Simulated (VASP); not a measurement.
# AlN (F-43m) in VASP: notebook

AlN is run at these levels: r2SCAN+rVV10, PBEsol; tasks: single point, relaxation of cell and atoms.

Program: VASP 6.6.1. These are calculated values, not measurements. Logs are shortened: lines on timing, memory, paths and dates and some standing lists are left out, and cuts for length are marked.

**1. The cell of the first run**

Symmetry: F-43m, No. 216, cubic system. Conventional cell: a = 4.365 Å, b = 4.365 Å, c = 4.365 Å, α = 90.00°, β = 90.00°, γ = 90.00°. Within 2.5 Å of Al (site symmetry -43m) lie 4 N at 1.89 Å. N (site symmetry -43m) has 4 Al at 1.89 Å within 2.5 Å.

**2. Single point, r2SCAN+rVV10**

POSCAR

```
AlN
1.0
    0.0000000000      2.1823574474      2.1823574474
    2.1823574474      0.0000000000      2.1823574474
    2.1823574474      2.1823574474      0.0000000000
Al N
1 1
Direct
    0.0000000000      0.0000000000      0.0000000000
    0.7500000000      0.7500000000      0.7500000000
```

INCAR.step1

```
  PREC = Accurate
  ENCUT = 520
  ISMEAR = 0
  SIGMA = 0.01
  LREAL = False
  LASPH = True
  NELM = 60
  NBANDS = 11
  GGA = PE
  ALGO = Normal
  EDIFF = 1E-4
  LWAVE = True
  LCHARG = False
```

INCAR.step2

```
  PREC = Accurate
  ENCUT = 520
  EDIFF = 1E-7
  ISMEAR = 0
  SIGMA = 0.01
  LREAL = False
  LASPH = True
  NELM = 60
  ALGO = Normal
  ISIF = 2
  LWAVE = False
  LCHARG = False
  METAGGA = R2SCAN
  LMIXTAU = True
  LUSE_VDW = True
  IVDW_NL = 2
  BPARAM = 11.95
  CPARAM = 0.0093
  NBANDS = 11
  ISTART = 1
```

KPOINTS

```
Automatic mesh
0
Gamma
  7 7 7
```

Potentials or basis: VASP PAW PBE potentials, release 64 (Al, N).

The run is started by

```bash
cat potpaw_PBE.64/Al/POTCAR potpaw_PBE.64/N/POTCAR > POTCAR
cp INCAR.step1 INCAR
mpirun -np 1 vasp_std > vasp.out
cp INCAR.step2 INCAR
mpirun -np 1 vasp_std > vasp.out
```

OUTCAR:

```text
PREC = Accurate
   ENCUT = 520
   EDIFF = 1E-7
   ISMEAR = 0
   LREAL = False
   LASPH = True
   NELM = 60
   ISIF = 2
   METAGGA = R2SCAN
   IVDW_NL = 2
   BPARAM = 11.95
   ISTART = 1

 ion  position               nearest neighbor table
   1  0.000  0.000  0.000-   2 1.89   2 1.89   2 1.89   2 1.89
   2  0.750  0.750  0.750-   1 1.89   1 1.89   1 1.89   1 1.89

  LATTYP: Found a face centered cubic cell.
 ALAT       =     4.3647148948

  Lattice vectors:

 A1 = (   0.0000000000,   2.1823574474,   2.1823574474)
 A2 = (   2.1823574474,   0.0000000000,   2.1823574474)
 A3 = (   2.1823574474,   2.1823574474,   0.0000000000)

Analysis of symmetry for initial positions (statically):
=====================================================================
 Subroutine PRICEL returns:
 Original cell was already a primitive cell.

 Routine SETGRP: Setting up the symmetry group for a
 face centered cubic supercell.

 Subroutine GETGRP returns: Found 24 space group operations
 (whereof 24 operations were pure point group operations)
 out of a pool of 48 trial point group operations.

The static configuration has the point symmetry T_d .

Analysis of symmetry for dynamics (positions and initial velocities):
=====================================================================
 Subroutine PRICEL returns:
 Original cell was already a primitive cell.

 Routine SETGRP: Setting up the symmetry group for a
 face centered cubic supercell.

 Subroutine GETGRP returns: Found 24 space group operations
 (whereof 24 operations were pure point group operations)
 out of a pool of 48 trial point group operations.

The dynamic configuration has the point symmetry T_d .

 Subroutine INISYM returns: Found 24 space group operations
 (whereof 24 operations are pure point group operations),
 and found     1 'primitive' translations

----------------------------------------------------------------------------------------

                                     Primitive cell

  volume of cell :      20.7878

  direct lattice vectors                    reciprocal lattice vectors
     0.000000000  2.182357447  2.182357447    -0.229110039  0.229110039  0.229110039
     2.182357447  0.000000000  2.182357447     0.229110039 -0.229110039  0.229110039
     2.182357447  2.182357447  0.000000000     0.229110039  0.229110039 -0.229110039

  length of vectors
     3.086319500  3.086319500  3.086319500     0.396830228  0.396830228  0.396830228

  position of ions in fractional coordinates (direct lattice)
     0.000000000  0.000000000  0.000000000
     0.750000000  0.750000000  0.750000000

  ion indices of the primitive-cell ions
   primitive index   ion index
                 1           1
                 2           2

----------------------------------------------------------------------------------------

 KPOINTS: Automatic mesh

Automatic generation of k-mesh.
 Grid dimensions read from file:
 generate k-points for:    7    7    7

 Generating k-lattice:

  Cartesian coordinates                     Fractional coordinates (reciprocal lattice)
    -0.032730006  0.032730006  0.032730006     0.142857143  0.000000000  0.000000000
     0.032730006 -0.032730006  0.032730006     0.000000000  0.142857143  0.000000000
     0.032730006  0.032730006 -0.032730006     0.000000000  0.000000000  0.142857143

  Length of vectors
     0.056690033  0.056690033  0.056690033

  Shift w.r.t. Gamma in fractional coordinates (k-lattice)
     0.000000000  0.000000000  0.000000000

 Subroutine IBZKPT returns following result:
 ===========================================

 Found     20 irreducible k-points:

 Following reciprocal coordinates:
            Coordinates               Weight
  0.000000  0.000000  0.000000      1.000000
  0.142857  0.000000  0.000000      8.000000
  0.285714  0.000000  0.000000      8.000000
  0.428571  0.000000  0.000000      8.000000
  0.142857  0.142857  0.000000      6.000000
  0.285714  0.142857  0.000000     24.000000
[... 12 lines left out ...]
 -0.428571  0.428571  0.142857     24.000000
 -0.285714  0.428571  0.142857     24.000000
   k-points           NKPTS =     20   k-points in BZ     NKDIM =     20   number of bands    NBANDS=     11
   number of dos      NEDOS =    301   number of ions     NIONS =      2
   total plane-waves  NPLWV =  13824
   dimension x,y,z NGX =    24 NGY =   24 NGZ =   24
   dimension x,y,z NGXF=    48 NGYF=   48 NGZF=   48
   ions per type =               1   1
   NGX,Y,Z   is equivalent  to a cutoff of  12.93, 12.93, 12.93 a.u.
   NGXF,Y,Z  is equivalent  to a cutoff of  25.86, 25.86, 25.86 a.u.
 SYSTEM =  unknown system
   PREC   = accura    normal or accurate (medium, high low for compatibility)
   ISTART =      1    job   : 0-new  1-cont  2-samecut
   ICHARG =      0    charge: 1-file 2-atom 10-const
   ISPIN  =      1    spin polarized calculation?
   LNONCOLLINEAR =      F non collinear calculations
   LSORBIT =      F    spin-orbit coupling
   LASPH  =      T    aspherical Exc in radial PAW
   ENCUT  =  520.0 eV  38.22 Ry    6.18 a.u.   5.74  5.74  5.74*2*pi/ulx,y,z
   NELM   =     60;   NELMIN=  2; NELMDL=  0     # of ELM steps
   EDIFF  = 0.1E-06   stopping-criterion for ELM
   LREAL  =      F    real-space projection
   EDIFFG = 0.1E-05   stopping-criterion for IOM
   NSW    =      0    number of steps for IOM
   IBRION =     -1    ionic relax: 0-MD 1-quasi-New 2-CG
   NFREE  =      0    steps in history (QN), initial steepest desc. (CG)
   ISIF   =      2    stress and relaxation
   ISYM   =      2    0-nonsym 1-usesym 2-fastsym
   POTIM  = 0.5000    time-step for ionic-motion
   TEBEG  =    0.0;   TEEND  =   0.0 temperature during run
   PSTRESS=    0.0 pullay stress
   NELECT =       8.0000    total number of electrons
   NUPDOWN=      -1.0000    fix difference up-down
   EMIN   =  10.00;   EMAX   =-10.00  energy-range for DOS
   EFERMI =   0.00;   METHOD = LEGACY
   ISMEAR =     0;   SIGMA  =   0.01  broadening in eV -4-tet -1-fermi 0-gaus
   EFERMI_NEDOS =   21; number of points for ismear=-14 and -15
   IALGO  =     38    algorithm
   IMIX   =      4    mixing-type and parameters
     AMIX     =   0.40;   BMIX     =  1.00
     AMIX_MAG =   1.60;   BMIX_MAG =  1.00
  volume/ion in A,a.u.               =      10.39        70.14
  Fermi-wavevector in a.u.,A,eV,Ry     =   1.190791  2.250269 19.292839  1.417984
  Thomas-Fermi vector in A             =   2.326868
   LORBIT       =      0    0 simple, 1 ext, 2 COOP (PROOUT), +10 PAW based schemes
   METAGGA = R2SCAN    functional components
   LHFCALC =     F    Hartree Fock is set to
   AEXX    =    0.0000 exact exchange contribution
   IVDW_NL    =     2    kernel type
   BPARAM     =11.9500
   IVDW    =     0    specifies the selected vdW correction
   LEPSILON=     F    determine dielectric tensor
   LRPA    =     F    only Hartree local field effects (RPA)
 non-spin polarized calculation
 Gauss-broadening in eV      SIGMA  =   0.01
  energy-cutoff  :      520.00
  volume of cell :       20.79
 maximum number of plane-waves:       567
   NGX = 11   NGY = 11   NGZ = 11

 number of electron       8.0000000 magnetization

 Free energy of the ion-electron system (eV)
  ---------------------------------------------------
  ext. energy  EPLUGINS =         0.00000000
  ---------------------------------------------------
  free energy    TOTEN  =       -18.99330216 eV

  energy without entropy =      -18.99330216  energy(sigma->0) =      -18.99330216

 E-fermi :   5.7918     XC(G=0): -11.4656

 val. band max:        5.7073750025   @ k =   0.0000   0.0000   0.0000
 cond. band min:       9.9106345012   @ k =   0.4286   0.4286   0.0000
 fundamental gap:      4.2032594987
 Fermi energy:         5.7917568579

 k-point     1 :       0.0000    0.0000    0.0000
  band No.  band energies     occupation
      1     -10.0552      2.00000
      2       5.7074      2.00000
      3       5.7074      2.00000
      4       5.7074      2.00000
      5      10.5822      0.00000
      6      19.2290      0.00000
      7      19.2290      0.00000
      8      19.2290      0.00000
      9      24.2434      0.00000
     10      24.2434      0.00000
     11      25.9359      0.00000

 k-point     2 :       0.1429    0.0000    0.0000
  band No.  band energies     occupation
      1      -9.7585      2.00000
      2       4.2443      2.00000
      3       5.6060      2.00000
      4       5.6060      2.00000
      5      11.7457      0.00000
      6      18.5252      0.00000
      7      19.4148      0.00000
      8      19.4148      0.00000
      9      22.5742      0.00000
     10      22.5742      0.00000
     11      24.6833      0.00000

 k-point     3 :       0.2857    0.0000    0.0000
  band No.  band energies     occupation
      1      -8.9792      2.00000
      2       1.8176      2.00000
      3       5.3955      2.00000
      4       5.3955      2.00000
      5      13.2066      0.00000
      6      17.3847      0.00000
      7      18.6261      0.00000
      8      18.6261      0.00000
      9      23.4587      0.00000
     10      23.4588      0.00000
     11      24.0795      0.00000

 k-point     4 :       0.4286    0.0000    0.0000
  band No.  band energies     occupation
      1      -8.1701      2.00000
      2       0.0490      2.00000
      3       5.2418      2.00000
      4       5.2418      2.00000
      5      13.8362      0.00000
      6      16.6254      0.00000
      7      17.7569      0.00000
      8      17.7569      0.00000
      9      24.8011      0.00000
     10      26.2654      0.00000
     11      26.2654      0.00000
[... 183 lines left out ...]
 k-point    18 :      -0.4286    0.2857    0.1429
  band No.  band energies     occupation
      1      -7.7404      2.00000
      2       0.8671      2.00000
      3       3.1965      2.00000
      4       4.4469      2.00000
      5      13.1989      0.00000
      6      16.2927      0.00000
      7      18.5424      0.00000
      8      19.7110      0.00000
      9      23.4284      0.00000
     10      26.0105      0.00000
     11      29.7763      0.00000

 k-point    19 :      -0.4286    0.4286    0.1429
  band No.  band energies     occupation
      1      -7.5070      2.00000
      2       1.1955      2.00000
      3       3.1964      2.00000
      4       3.5808      2.00000
      5      11.4160      0.00000
      6      16.6177      0.00000
      7      19.1462      0.00000
      8      20.7766      0.00000
      9      23.0907      0.00000
     10      27.6353      0.00000
     11      31.6520      0.00000

 k-point    20 :      -0.2857    0.4286    0.1429
  band No.  band energies     occupation
      1      -7.4048      2.00000
      2       1.7204      2.00000
      3       1.9669      2.00000
      4       3.7098      2.00000
      5      12.3394      0.00000
      6      17.2413      0.00000
      7      19.1002      0.00000
      8      19.5825      0.00000
      9      23.6571      0.00000
     10      25.7513      0.00000
     11      32.0630      0.00000

------------------------ aborting loop because EDIFF is reached ----------------------------------------

  FORCE on cell =-STRESS in cart. coord.  units (eV):
  Direction    XX          YY          ZZ          XY          YZ          ZX
  --------------------------------------------------------------------------------------
  -------------------------------------------------------------------------------------
  Total       -0.0434059     -0.0434059     -0.0434059      0.0000000     -0.0000000      0.0000000
  in kB       -3.3454262     -3.3454262     -3.3454262      0.0000000     -0.0000000      0.0000000
  external PRESSURE =      -3.3454262 kB  Pullay stress =       0.0000000 kB

 VOLUME and BASIS-vectors are now :
 -----------------------------------------------------------------------------
  energy-cutoff  :      520.00
  volume of cell :       20.79
      direct lattice vectors                 reciprocal lattice vectors
     0.000000000  2.182357447  2.182357447    -0.229110039  0.229110039  0.229110039
     2.182357447  0.000000000  2.182357447     0.229110039 -0.229110039  0.229110039
     2.182357447  2.182357447  0.000000000     0.229110039  0.229110039 -0.229110039

 POSITION                                       TOTAL-FORCE (eV/Angst)
 -----------------------------------------------------------------------------------
      0.00000      0.00000      0.00000        -0.000000     -0.000000     -0.000000
      3.27354      3.27354      3.27354         0.000000      0.000000      0.000000
 -----------------------------------------------------------------------------------
    total drift:                                0.000001      0.000001      0.000001

  FREE ENERGIE OF THE ION-ELECTRON SYSTEM (eV)
  ---------------------------------------------------
  free  energy   TOTEN  =       -18.9933021573 eV

  energy  without entropy=      -18.9933021573  energy(sigma->0) =      -18.99330216
```

Run time: 68 s. Hardware: 1 thread of Intel Xeon 8259CL, shared host; peak memory 0.2 GiB.

What came out:

```
Free energy            : -18.9933 eV
Pressure               : -0.3 GPa
Band gap on the k mesh : 4.20 eV, indirect (least direct gap 4.87 eV)
```

Levels at points of the mesh, in eV from the valence-band top:
```
           k point  band 2  band 3  band 4  band 5  band 6  band 7
(0.00, 0.00, 0.00)    0.00    0.00    0.00    4.87   13.52   13.52
```

Caveat: the PAW data sets were made with another functional, which shifts forces and pressure a little.

**3. Relaxation of cell and atoms, PBEsol**

This run uses another cell than the first one, of 10.42 Å³/atom, 1.002 times its volume.

INCAR

```
SYSTEM = AlN
PREC = Accurate
ENCUT = 600
EDIFF = 1E-6
ISMEAR = 0
SIGMA = 0.01
LREAL = .FALSE.
LASPH = .TRUE.
NELM = 80
ALGO = Normal
ISIF = 3
LWAVE = .FALSE.
LCHARG = .FALSE.
GGA = PS
IBRION = 2
NSW = 80
EDIFFG = -0.01
```

KPOINTS

```
Automatic mesh
0
G
  7 7 7
  0 0 0
```

POSCAR

```
AlN
1.0
    0.0000000000      2.1839900000      2.1839900000
    2.1839900000      0.0000000000      2.1839900000
    2.1839900000      2.1839900000      0.0000000000
Al N
1 1
Direct
    0.0000000000      0.0000000000      0.0000000000
    0.7500000000      0.7500000000      0.7500000000
```

Potentials or basis: VASP PAW PBE potentials, release 64 (Al, N).

The run is started by

```bash
cat potpaw_PBE.64/Al/POTCAR potpaw_PBE.64/N/POTCAR > POTCAR
mpirun -np 1 vasp_std > vasp.out
```

Run time: 22 s. Hardware: 1 thread of Intel Xeon 8259CL, shared host; peak memory 0.15 GiB.

It converged, with:

```yaml
Free_energy: -15.6123 eV
Relaxed_volume: 10.48 Å³/atom
Relaxed_cell: a = 3.095 Å, b = 3.095 Å, c = 3.095 Å, α = 60.00°, β = 60.00°, γ = 60.00°
Space_group_after_relaxing_to_0.05_Å: F-43m (No. 216)
Energy_gained_by_relaxing: 0.2 meV/atom
Ionic_steps: 3
Pressure_after_relaxing: 0.0 GPa
Band_gap_on_the_k_mesh: 3.49 eV, indirect (least direct gap 4.08 eV)
```

The path:
```csv
step,energy change (eV),largest force (eV/Å),pressure (GPa),volume (Å³)
1,0.0000,0.0000,1.21,20.83
2,-0.0001,0.0000,-1.09,21.07
3,-0.0005,0.0000,0.00,20.96
```

Final structure:
```
Al N
1.0
     0.00000    2.18830    2.18830
     2.18830    0.00000    2.18830
     2.18830    2.18830    0.00000
Al N
1 1
Cartesian
  0.0000 0.0000 0.0000
  3.2824 3.2824 3.2824
```

Levels at points of the mesh, in eV from the valence-band top:
```tsv
k point	band 1	band 2	band 3	band 4	band 5	band 6	band 7	band 8
(0.00, 0.00, 0.00)	-14.92	0.00	0.00	0.00	4.08	12.41	12.41	12.41
```

Caveat: the PAW data sets were made with another functional, which shifts forces and pressure a little. A k mesh can miss the band edges.
